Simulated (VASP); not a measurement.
Wanted: the native input for a VASP 6.6.1 run.

```yaml
Task: single point
Functional: PBE
Potentials_or_basis: VASP PAW PBE potentials, release 64 (Mg, Zn, O)
Cutoff: 520 eV
k_mesh: 6 × 6 × 2
Occupations: gaussian, width 0.1 eV
Spin: no spin polarisation
Dipole_correction: no
Further_INCAR_settings: ALGO = Normal; EDIFF = 1e-06; NBANDS = 41
```

The structure of Mg5ZnO6 lies in POSCAR:

```
Mg5ZnO6
1.0
    3.3112041100      0.0000000000      0.0000000000
    0.0000000000      3.3112041100      0.0000000000
    0.0000000000      0.0000000000     14.0482492900
Mg Zn O
5 1 6
Direct
    0.0000000000      0.0000000000      0.6666666700
    0.5000000000      0.5000000000      0.5000000000
    0.0000000000      0.0000000000      0.3333333300
    0.5000000000      0.5000000000      0.1666666700
    0.5000000000      0.5000000000      0.8333333300
    0.0000000000      0.0000000000      0.0000000000
    0.0000000000      0.0000000000      0.5000000000
    0.5000000000      0.5000000000      0.3333333300
    0.0000000000      0.0000000000      0.1666666700
    0.5000000000      0.5000000000      0.0000000000
    0.0000000000      0.0000000000      0.8333333300
    0.5000000000      0.5000000000      0.6666666700
```

The input as run:

INCAR

```
PREC = Accurate
ENCUT = 520
EDIFF = 1E-6
ISMEAR = 0
SIGMA = 0.1
LREAL = F
LASPH = T
NELM = 60
ALGO = Normal
ISIF = 2
LWAVE = F
LCHARG = T
GGA = PE
LELF = T
LVHAR = T
NBANDS = 41
```

KPOINTS

```
regular mesh
0
Gamma
  6 6 2
```

Potentials or basis: VASP PAW PBE potentials, release 64 (Mg, Zn, O).

Launch:

```console
$ cat potpaw_PBE.64/Mg/POTCAR potpaw_PBE.64/Zn/POTCAR potpaw_PBE.64/O/POTCAR > POTCAR
$ mpirun -np 1 vasp_std > vasp.out
```

It gave:

```json
{
  "Pressure": "-24.1 GPa",
  "Largest force": "0.242 eV/Å",
  "Band gap on the k mesh": "1.24 eV (least direct gap 1.69 eV)"
}
```

Caveat: the cell stands under tension.

It took 2.1 min on 1 thread of AMD EPYC 7R13 Processor (Zen 3), on a shared host, peak memory 0.31 GiB.
